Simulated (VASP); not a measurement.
# ReRh2 (P6/mmm) in VASP: a series of runs, part 2 of 2

VASP 6.6.1. The steps go on from the part before.

## 4. Relaxation of cell and atoms, PBE

Contents of INCAR:

```
SYSTEM = ReRh2
ALGO = Fast
EDIFF = 1E-7
EDIFFG = -0.04
ENCUT = 600
GGA = PE
IBRION = 2
ISIF = 3
ISMEAR = 0
LASPH = .TRUE.
LCHARG = .FALSE.
LREAL = .FALSE.
LWAVE = .FALSE.
NELM = 60
NSW = 90
PREC = Accurate
SIGMA = 0.1
```

Contents of KPOINTS:

```
k-points
0
G
  6 6 6
  0 0 0
```

Contents of POSCAR:

```
ReRh2
1.0
    4.1890105255      0.0000000000      0.0000000000
   -2.0945052628      3.6277895319      0.0000000000
    0.0000000000      0.0000000000      2.6629144068
Re Rh
1 2
Direct
    0.0000000000      0.0000000000      0.0000000000
    0.3333333333      0.6666666667      0.5000000000
    0.6666666667      0.3333333333      0.5000000000
```

Potentials or basis: VASP PAW PBE potentials, release 64 (Re, Rh_pv).

The run is started by

```bash
> cat potpaw_PBE.64/Re/POTCAR potpaw_PBE.64/Rh_pv/POTCAR > POTCAR
> mpirun -np 1 vasp_std > vasp.out
```

OUTCAR:

```text
SYSTEM = ReRh2
   EDIFF = 1E-7
   EDIFFG = -0.04
   ENCUT = 600
   GGA = PE
   IBRION = 2
   ISIF = 3
   ISMEAR = 0
   LASPH = .TRUE.
   LREAL = .FALSE.
   NELM = 60
   NSW = 90
   PREC = Accurate

 ion  position               nearest neighbor table
   1  0.000  0.000  0.000-   2 2.76   3 2.76   2 2.76   3 2.76   3 2.76   3 2.76   2 2.76   2 2.76
                             3 2.76   3 2.76   2 2.76   2 2.76
   2  0.333  0.667  0.500-   3 2.42   3 2.42   3 2.42   1 2.76   1 2.76   1 2.76   1 2.76   1 2.76
                             1 2.76
   3  0.667  0.333  0.500-   2 2.42   2 2.42   2 2.42   1 2.76   1 2.76   1 2.76   1 2.76   1 2.76
                             1 2.76

  LATTYP: Found a hexagonal cell.
 ALAT       =     4.1890105255
 C/A-ratio  =     0.6356905505

  Lattice vectors:

 A1 = (   4.1890105255,   0.0000000000,   0.0000000000)
 A2 = (  -2.0945052628,   3.6277895319,   0.0000000000)
 A3 = (   0.0000000000,   0.0000000000,   2.6629144068)

Analysis of symmetry for initial positions (statically):
=====================================================================
 Subroutine PRICEL returns:
 Original cell was already a primitive cell.

 Routine SETGRP: Setting up the symmetry group for a
 hexagonal supercell.

 Subroutine GETGRP returns: Found 24 space group operations
 (whereof 24 operations were pure point group operations)
 out of a pool of 24 trial point group operations.

The static configuration has the point symmetry D_6h.
[... 173 lines left out ...]
  -------------------------------------------------------------------------------------
  Total        6.9736209      6.9736209      3.6388490     -0.0000000      0.0000000     -0.0000000
  in kB      276.0947657    276.0947657    144.0667888     -0.0000000      0.0000000     -0.0000000
  external PRESSURE =     232.0854401 kB  Pullay stress =       0.0000000 kB
[... 24 lines left out ...]
--------------------------------------- Ionic step        2  -------------------------------------------

 number of electron      36.9999993 magnetization

 E-fermi :   7.2550     XC(G=0): -12.5851

 val. band max:        7.2414397517   @ k =   0.1667   0.0000   0.1667
 cond. band min:       7.2580943705   @ k =   0.3333   0.1667   0.5000
 fundamental gap:      0.0166546188
 Fermi energy:         7.2549505651

 k-point     1 :       0.0000    0.0000    0.0000
  band No.  band energies     occupation
      1     -39.1151      2.00000
      2     -39.1151      2.00000
      3     -38.8605      2.00000
      4     -38.8605      2.00000
      5     -38.6591      2.00000
      6     -38.6090      2.00000
[... 775 lines left out ...]
--------------------------------------- Ionic step        7  -------------------------------------------

 number of electron      37.0000006 magnetization

 Free energy of the ion-electron system (eV)
  ---------------------------------------------------
  ext. energy  EPLUGINS =         0.00000000
  ---------------------------------------------------
  free energy    TOTEN  =       -26.61657051 eV

  energy without entropy =      -26.59443482  energy(sigma->0) =      -26.60550266

 E-fermi :  10.2608     XC(G=0): -13.8041

 val. band max:       10.2589689708   @ k =   0.3333   0.3333   0.1667
 cond. band min:      10.2788718078   @ k =   0.5000  -0.0000   0.0000
 fundamental gap:      0.0199028370
 Fermi energy:        10.2608191758

 k-point     1 :       0.0000    0.0000    0.0000
  band No.  band energies     occupation
      1     -36.8013      2.00000
      2     -36.8013      2.00000
      3     -36.2542      2.00000
      4     -36.2542      2.00000
      5     -36.0736      2.00000
      6     -35.9569      2.00000
[... 621 lines left out ...]
  FREE ENERGIE OF THE ION-ELECTRON SYSTEM (eV)
  ---------------------------------------------------
  free  energy   TOTEN  =       -26.6165705110 eV

  energy  without entropy=      -26.5944348183  energy(sigma->0) =      -26.60550266

 reached required accuracy - stopping structural energy minimisation
```

CONTCAR:

```text
ReRh2
   1.00000000000000
     4.3105972114897719   -0.0000000000016871   -0.0000000000000000
    -2.1552986057977983    3.7330866907383973   -0.0000000000000000
     0.0000000000000000   -0.0000000000000000    2.6796434536730418
  Re              Rh
     1     2
Direct
     0.0000000000000000    1.0000000000000000    0.0000000000000000
     0.3333333332999970    0.6666666667000030    0.5000000000000000
     0.6666666667000030    0.3333333332999970    0.5000000000000000

  0.00000000E+00  0.00000000E+00  0.00000000E+00
  0.00000000E+00  0.00000000E+00  0.00000000E+00
  0.00000000E+00  0.00000000E+00  0.00000000E+00
```

It took 8.5 min on 1 thread of Oxide Virtual Turin-like, shared host; peak memory 0.17 GiB.

What came out:

| Item | Value |
| --- | --- |
| Free energy | -26.6166 eV |
| Relaxed volume | 14.37 Å³/atom |
| Relaxed cell | a = 4.311 Å, b = 4.311 Å, c = 2.680 Å, α = 90.00°, β = 90.00°, γ = 120.00° |
| Space group after relaxing (to 0.1 Å) | P6/mmm (No. 191) |
| Energy gained by relaxing | 68.5 meV/atom |
| Ionic steps | 7 |
| Pressure after relaxing | 0.2 GPa |
| Band gap on the k mesh | zero (an odd number of electrons rules out a gap without spin polarisation) |

Step by step:
```tsv
step	energy change (eV)	largest force (eV/Å)	pressure (GPa)	volume (Å³)
1	0.0000	0.0000	23.21	40.47
2	1.2012	0.0000	-36.39	52.98
3	-0.1999	0.0000	-2.41	43.53
4	-0.2016	0.0000	-0.70	43.28
5	-0.2016	0.0000	-0.36	43.23
6	-0.2042	0.0000	0.64	43.06
7	-0.2056	0.0000	0.20	43.12
```

Final structure:
```xyz
3
Lattice="4.3106 0.0000 0.0000 -2.1553 3.7331 0.0000 0.0000 0.0000 2.6796" Properties=species:S:1:pos:R:3 pbc="T T T"
Re   -2.1553    3.7331    0.0000
Rh    0.0000    2.4887    1.3398
Rh    2.1553    1.2444    1.3398
```

Caveat: the k points lie up to 0.39 Å⁻¹ apart in the final cell, too coarse for converged energies and pressures of a metal; spin-orbit coupling is left out, which moves the levels of the heavy elements.

## 5. The runs side by side

```csv
task,cell,cutoff (eV),gap on the mesh (eV),pressure (GPa)
single point,"a = 4.189, b = 4.189, c = 2.663 Å, angles 90.0, 90.0, 120.0°, 3 atoms",520,none,23.2
single point,"a = 4.311, b = 4.311, c = 2.680 Å, angles 90.0, 90.0, 120.0°, 3 atoms",520,none,0.1
relaxation of cell and atoms,"relaxed from a = 4.189, b = 4.189, c = 2.663 Å, angles 90.0, 90.0, 120.0°, 3 atoms",600,none,0.2
```

Alike in all rows: level PBE; potentials or basis VASP PAW PBE potentials, release 64 (Re, Rh_pv); no spin polarisation; k mesh 6 × 6 × 6; smearing gaussian 0.1 eV.

Caveats: all runs use coarse meshes; spin-orbit coupling is left out, which moves the levels of the heavy elements.

Absolute energies hang on the potentials; compare differences alone.
